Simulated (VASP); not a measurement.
AlP5:

```
Al P
1.0
     5.51370    0.00000    0.00000
    -2.75685    4.77500    0.00000
     0.00000    0.00000    4.59404
Al P
1 5
Direct
  0.00000 0.00000 0.00000
  0.50000 0.00000 0.50000
  0.50000 0.50000 0.50000
  0.00000 0.50000 0.50000
  0.33333 0.66667 0.00000
  0.66667 0.33333 0.00000
```

```yaml
Program: VASP 6.6.1
Task: relaxation of cell and atoms
Functional: PBE
Potentials_or_basis: VASP PAW PBE potentials, release 64 (Al, P)
Cutoff: 600 eV
k_mesh: 6 × 6 × 4
Occupations: gaussian, width 0.1 eV
Spin: no spin polarisation
```

At the start: pressure -10.9 GPa; volume 20.16 Å³/atom.

Problem. How do energy, volume and symmetry change on relaxing?

Solution. Over 6 steps the energy falls by 169.4 meV/atom and the volume is 16.03 Å³/atom (-20.5 %); space group P6/mmm (No. 191, to 0.05 Å).

The path:
| step | energy change (eV) | largest force (eV/Å) | pressure (GPa) | volume (Å³) |
| --- | --- | --- | --- | --- |
| 1 | 0.0000 | 0.0000 | -10.92 | 120.95 |
| 2 | -1.0055 | 0.0000 | -1.43 | 98.45 |
| 3 | -1.0138 | 0.0000 | -0.14 | 96.73 |
| 4 | -1.0136 | 0.0000 | 0.22 | 96.29 |
| 5 | -1.0157 | 0.0000 | 0.18 | 96.13 |
| 6 | -1.0166 | 0.0000 | 0.18 | 96.19 |

Final structure:
```
Al P
1.0
     5.10314    0.00000    0.00000
    -2.55157    4.41945    0.00000
     0.00000    0.00000    4.26496
Al P
1 5
Direct
  0.00000 0.00000 0.00000
  0.50000 0.00000 0.50000
  0.50000 0.50000 0.50000
  0.00000 0.50000 0.50000
  0.33333 0.66667 0.00000
  0.66667 0.33333 0.00000
```

Caveat: the volume moved by over 15 % at a fixed basis, so the end points are rough.
